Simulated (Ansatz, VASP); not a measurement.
**SrO: VASP beside Ansatz**

The input INCAR:

```
SYSTEM = SrO
PREC     = Accurate       ! precision mode
ENCUT    = 520            ! plane-wave cutoff, eV
EDIFF    = 1E-6           ! SCF threshold, eV
ISMEAR   = 0              ! smearing method
SIGMA    = 0.05           ! smearing width, eV
LREAL    = .False.        ! projectors in reciprocal space
LASPH    = .True.         ! aspherical terms in the spheres
NELM     = 80             ! most SCF steps
ALGO     = Normal         ! electronic algorithm
ISIF     = 2              ! what is computed and relaxed
LWAVE    = .False.        ! write WAVECAR
LCHARG   = .False.        ! write CHGCAR
GGA      = PE             ! functional
NBANDS   = 24             ! bands
```

File KPOINTS:

```
regular mesh
0
Gamma
  9 9 4
  0 0 0
```

File POSCAR:

```
SrO
1.0
    3.6366829075      0.0000000000      0.0000000000
   -1.8183414538      3.1494597834      0.0000000000
    0.0000000000      0.0000000000      6.3468734168
Sr O
2 2
Direct
    0.3333333333      0.6666666667      0.2508657934
    0.6666666667      0.3333333333      0.7508657934
    0.0000000000      0.0000000000     -0.0047415976
    0.0000000000      0.0000000000      0.4952584024
```

Input for Ansatz:

```yaml
crystal:
  lattice:
    - [3.6366829075, 0.0, 0.0]
    - [-1.8183414538, 3.1494597834, 0.0]
    - [0.0, 0.0, 6.3468734168]
  atoms:
    - { symbol: Sr, position: [0.3333333333, 0.6666666667, 0.2508657934] }
    - { symbol: Sr, position: [0.6666666667, 0.3333333333, 0.7508657934] }
    - { symbol: O, position: [0.0, 0.0, -0.0047415976] }
    - { symbol: O, position: [0.0, 0.0, 0.4952584024] }
basis:
  ecutwfc: 520.0
kpoints:
  mp_grid: { grid: [9, 9, 4] }
hamiltonian:
  xc: pbe
scf:
  occupations: { method: gaussian, width: 0.05 }
output:
  forces: true
  stress: true
  eigenvalues: true
```

Change from the starting cell: mode 8 frozen in at -0.030 Å, equal normal strain along x, y and z +0.0167.

Alike in both runs: task single point; functional PBE; k mesh 9 × 9 × 4; occupations gaussian, width 0.05 eV; no spin polarisation.

```csv
,VASP,Ansatz
version,VASP 6.6.1,Ansatz 0.2.0
potentials or method,"VASP PAW PBE potentials, release 64 (Sr_sv, O), cutoff 520 eV","scalar-relativistic, plane waves, PAW"
valence electrons in the cell,32,32
```

```csv
,VASP,Ansatz,Ansatz less VASP
gap on the k mesh at the Fermi level (eV),2.70,2.70,+0.004
least direct gap on the mesh (eV),2.70,2.70,+0.004
pressure (GPa),-3.2,-3.6,-0.41
"traceless stress, the component that is largest in VASP (GPa)",-0.39,-0.38,+0.006
rms of the force components (eV/Å),0.029,0.027,-0.0023
```

Atom by atom the forces differ by 0.002 eV/Å (rms over components).
